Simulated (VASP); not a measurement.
Here is a VASP 6.6.1 calculation.

INCAR

```
PREC = Accurate
ENCUT = 520
EDIFF = 1E-6
ISMEAR = 0
SIGMA = 0.05
LREAL = F
LASPH = T
NELM = 80
ALGO = Normal
ISIF = 2
LWAVE = F
LCHARG = T
GGA = PE
LELF = T
LVHAR = T
NBANDS = 16
```

File KPOINTS:

```
Automatic mesh
0
Gamma
  9 9 6
```

File POSCAR:

```
AlN
1.0
    3.1887772054      0.0000000000      0.0000000000
   -1.5943886027      2.7615620669      0.0000000000
    0.0000000000      0.0000000000      4.8535500000
Al N
2 2
Direct
    0.3333333333      0.6666666667      0.0000000000
    0.6666666667      0.3333333333      0.5000000000
    0.3333333333      0.6666666667      0.3850000000
    0.6666666667      0.3333333333      0.8850000000
```

Potentials or basis: VASP PAW PBE potentials, release 64 (Al, N).

Run with:

```console
$ cat potpaw_PBE.64/Al/POTCAR potpaw_PBE.64/N/POTCAR > POTCAR
$ mpirun -np 1 vasp_std > vasp.out
```

Q: Estimate the band gap on the k mesh.

A: 3.82 eV, direct.

Q: What does it give for the pressure?

A: -1.1 GPa.

Q: Estimate the largest force.

A: 0.434 eV/Å.

Stress tensor (GPa, compression positive):
```
-6.96  0.00  0.00
 0.00 -6.96  0.00
 0.00  0.00 10.49
```

Caveat: the cell differs from its parent crystal (strain +0.025 along x and y, -0.025 along z). A k mesh can miss the band edges.
